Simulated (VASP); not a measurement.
Input of a VASP 6.6.1 run:

POSCAR

```
Cu3Pt
1.0
    3.7251756579      0.0000000000      0.0000000000
    0.0000000000      3.7251756579      0.0000000000
    0.0000000000      0.0000000000      3.7251756579
Cu Pt
3 1
Direct
    0.0000000000      0.5000000000      0.5000000000
    0.5000000000      0.5000000000      0.0000000000
    0.5000000000      0.0000000000      0.5000000000
    0.0000000000      0.0000000000      0.0000000000
```

The input INCAR.step1:

```
ALGO = Normal
EDIFF = 1E-4
ENCUT = 600
GGA = PE
ISMEAR = 0
LASPH = T
LCHARG = F
LREAL = F
LWAVE = T
NELM = 100
PREC = Accurate
SIGMA = 0.1
```

INCAR.step2

```
ALGO = Normal
EDIFF = 1E-6
EDIFFG = -0.02
ENCUT = 600
IBRION = 2
ISIF = 3
ISMEAR = 0
ISTART = 1
LASPH = T
LCHARG = F
LMIXTAU = T
LREAL = F
LWAVE = F
METAGGA = R2SCAN
NELM = 100
NSW = 70
PREC = Accurate
SIGMA = 0.1
```

KPOINTS

```
k-points
0
Gamma
  12 12 12
```

Potentials or basis: VASP PAW PBE potentials, release 64 (Cu, Pt).

The run is started by

```bash
$ cat potpaw_PBE.64/Cu/POTCAR potpaw_PBE.64/Pt/POTCAR > POTCAR
$ cp INCAR.step1 INCAR
$ mpirun -np 1 vasp_std > vasp.out
$ cp INCAR.step2 INCAR
$ mpirun -np 1 vasp_std > vasp.out
```

(1) Predict the space group after relaxing (to 0.05 Å).

(2) Predict the relaxed cell.

(3) Predict the relaxed volume.

Answers

(1) Pm-3m (No. 221).

(2) a = 3.689 Å, b = 3.689 Å, c = 3.689 Å, α = 90.00°, β = 90.00°, γ = 90.00°.

(3) 12.55 Å³/atom.

Caveat: the PAW data sets were made with another functional, which shifts forces and pressure a little.
